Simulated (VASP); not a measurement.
Crystal: HfSiF.

```
CELL_PARAMETERS angstrom
3.24440 0.00000 0.00000
0.00000 3.24440 0.00000
0.00000 0.00000 7.72652
ATOMIC_POSITIONS crystal
Hf 0.00000 0.50000 0.38386
Hf 0.50000 0.00000 0.61614
Si 0.50000 0.00000 0.17918
Si 0.00000 0.50000 0.82082
F 0.00000 0.00000 0.50000
F 0.50000 0.50000 0.50000
```

```yaml
Program: VASP 6.6.1
Task: relaxation of cell and atoms
Functional: PBE
Potentials_or_basis: VASP PAW PBE potentials, release 64 (Hf_pv, Si, F)
Cutoff: 600 eV
k_mesh: 6 × 6 × 2
Occupations: gaussian, width 0.1 eV
Spin: no spin polarisation
```

At the start: pressure 88.3 GPa; volume 13.56 Å³/atom.

Problem. Where does the relaxation end?

Solution. Over 40 steps the energy falls by 2637.8 meV/atom and the volume is 14.15 Å³/atom (+4.4 %); space group P4/nmm (No. 129, to 0.05 Å).

Step by step:
```csv
step,energy change (eV),largest force (eV/Å),pressure (GPa),volume (Å³)
1,0.0000,17.0660,88.35,81.33
2,0.0936,0.8852,-25.36,203.94
3,-11.4538,2.0239,-14.74,123.77
4,-11.7589,2.7166,-11.78,118.38
5,-11.8780,3.8502,-6.31,111.23
6,-11.8839,3.7348,-6.91,111.89
7,-13.3454,1.0947,-3.24,103.98
8,-13.4402,0.6466,-1.27,101.92
9,-13.4416,0.6820,-0.95,101.63
10,-13.4992,0.8350,-0.32,100.12
11,-13.6996,1.3749,1.66,95.64
12,-14.2242,2.0571,7.33,87.02
13,-13.9280,2.9492,41.72,71.06
14,-14.3215,2.3867,14.68,81.88
15,-14.3969,3.1415,25.10,76.37
16,-14.3996,3.1421,25.20,76.32
17,-14.4075,3.1434,25.49,76.18
18,-14.4216,3.1430,26.09,75.90
19,-14.4425,3.1285,27.34,75.33
20,-14.4463,3.0270,30.13,74.21
21,-14.4511,3.0814,28.98,74.65
22,-14.4781,3.0449,28.64,74.73
23,-14.5571,2.9357,27.61,74.98
24,-14.7065,2.7201,25.62,75.48
25,-14.9717,2.2977,21.89,76.49
26,-15.3758,1.4796,15.36,78.52
27,-15.7296,0.2479,5.57,82.70
28,-15.7343,0.3897,4.60,83.25
29,-15.7623,0.2824,3.68,83.61
30,-15.8098,0.1777,1.14,84.69
31,-15.8156,0.3157,0.08,85.18
32,-15.8157,0.3396,-0.11,85.27
33,-15.8186,0.2556,-0.12,85.26
34,-15.8231,0.0998,-0.12,85.24
35,-15.8234,0.1035,-0.12,85.23
36,-15.8240,0.0983,-0.09,85.19
37,-15.8255,0.0824,-0.01,85.05
38,-15.8265,0.0434,0.16,84.78
39,-15.8265,0.0479,0.15,84.81
40,-15.8268,0.0126,-0.05,84.92
```

Final structure:
```xyz
6
Lattice="3.3818 0.0000 0.0000 0.0000 3.3818 0.0000 0.0000 0.0000 7.4251" Properties=species:S:1:pos:R:3 pbc="T T T"
Hf    0.0000    1.6909    2.0889
Hf    1.6909    0.0000    5.3362
Si    1.6909    0.0000    0.6304
Si    0.0000    1.6909    6.7947
F     0.0000    0.0000    3.7126
F     1.6909    1.6909    3.7126
```

Caveat: the k points lie up to 0.42 Å⁻¹ apart in the final cell.
